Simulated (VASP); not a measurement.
A run of VASP 6.6.1:

Contents of INCAR:

```
SYSTEM = Pd
PREC = Accurate
ENCUT = 520
EDIFF = 1E-6
ISMEAR = 0
SIGMA = 0.1
LREAL = .False.
LASPH = .True.
NELM = 80
ALGO = Normal
ISIF = 2
LWAVE = .False.
LCHARG = .False.
GGA = PE
NBANDS = 11
```

Contents of KPOINTS:

```
Automatic mesh
0
Gamma
  18 18 18
  0 0 0
```

File POSCAR:

```
Pd
1.0
   -1.5590109484      1.5590109484      1.5590109484
    1.5590109484     -1.5590109484      1.5590109484
    1.5590109484      1.5590109484     -1.5590109484
Pd
1
Direct
    0.0000000000      0.0000000000      0.0000000000
```

Potentials or basis: VASP PAW PBE potentials, release 64 (Pd).

The run is started by

```console
$ cat potpaw_PBE.64/Pd/POTCAR > POTCAR
$ mpirun -np 1 vasp_std > vasp.out
```

Hardware: 1 thread of Intel Xeon 6975P-C, on a shared host.

Problem. Estimate the wall time of this run.

Solution. It took 16 s on 1 thread of Intel Xeon 6975P-C (shared host), peak memory 0.15 GiB. Counts: scf iterations 11, k points 195.
